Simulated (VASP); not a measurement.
Set up this calculation in VASP 6.6.1, as the native input.

```
Task                   : single point
Functional             : PBEsol
Potentials or basis    : VASP PAW PBE potentials, release 64 (Co, Si)
Cutoff                 : 520 eV
k mesh                 : 3 × 3 × 3
Occupations            : fermi-dirac, width 0.3 eV
Spin                   : no spin polarisation
Dipole correction      : no
Further INCAR settings : ALGO = Normal; EDIFF = 1e-06; NBANDS = 46
```

The structure of CoSi2 lies in POSCAR:

```
CoSi2
1.0
    5.4529660000      0.0000000000      0.0000000000
    0.0000000000      5.4529660000      0.0000000000
    0.0000000000      0.0000000000      5.4529660000
Co Si
4 8
Direct
   -0.0267377424      0.0493676286      0.0156428630
    0.4810409601      0.5546522755     -0.0262609376
    0.5194787571     -0.0222264360      0.4952534089
    0.0142124488      0.4355978013      0.4815727808
    0.2621142329      0.2111328037      0.2955455801
    0.7888734314      0.7190948926      0.7481433040
    0.7539933313      0.7472080332      0.2732824668
    0.2705500089      0.2212007190      0.8144375006
    0.7419265039      0.2412631951      0.7363515562
    0.2140119707      0.7694528079      0.2677808737
    0.2735025305      0.7877180969      0.7364432494
    0.7201768725      0.2664421528      0.1989192671
```

One way to write it, as run:

INCAR

```
SYSTEM = CoSi2
ALGO = Normal ; EDIFF = 1E-6
ENCUT = 520 ; GGA = PS
ISIF = 2 ; ISMEAR = -1
LASPH = .TRUE. ; LCHARG = .FALSE.
LREAL = .FALSE. ; LWAVE = .FALSE.
NBANDS = 46 ; NELM = 80
PREC = Accurate ; SIGMA = 0.3
```

KPOINTS

```
k-points
0
G
  3 3 3
  0 0 0
```

Potentials or basis: VASP PAW PBE potentials, release 64 (Co, Si).

The run is started by

```console
$ cat potpaw_PBE.64/Co/POTCAR potpaw_PBE.64/Si/POTCAR > POTCAR
$ mpirun -np 1 vasp_std > vasp.out
```

Results of the run:

```
Pressure               : -2.7 GPa
Largest force          : 3.441 eV/Å
Band gap on the k mesh : zero (band 34 reaches 9.98 eV, above the bottom of band 35 at 9.11 eV)
```

Caveat: the k points lie up to 0.38 Å⁻¹ apart; the PAW data sets were made with another functional, which shifts forces and pressure a little.

Wall time 2.5 min on 1 thread of Intel(R) Xeon(R) Platinum 8259CL CPU @ 2.50GHz (Skylake/Cascade Lake) (shared host), peak memory 0.29 GiB.
